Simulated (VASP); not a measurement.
Runs of VASP 6.6.1 on CoSi2. The cell holds an amorphous packing of atoms, 24 atoms: a = 7.420 Å, b = 7.177 Å, c = 6.754 Å, α = 88.85°, β = 91.99°, γ = 92.64°. 

```tsv
smearing	gap on the mesh (eV)	pressure (GPa)	largest force (eV/Å)
fermi-dirac 0.1543 eV	0.19	(b)	3.27
fermi-dirac 0.0853 eV	0.14	(c)	1.67
fermi-dirac 0.05 eV	(a)	-9.2	1.64
fermi-dirac 0.2146 eV	0.19	-0.4	3.87
```

Alike in all rows: task single point; level PBE; potentials or basis VASP PAW PBE potentials, release 64 (Si, Co); no spin polarisation; cell as given; k mesh 1 × 1 × 1, shifted; cutoff (eV) 520.

Question: Fill in the values left out.

Answer: (a) 0.25; (b) -5.2; (c) -8.5.

Caveats: all runs use coarse meshes.

A k mesh can miss the band edges.
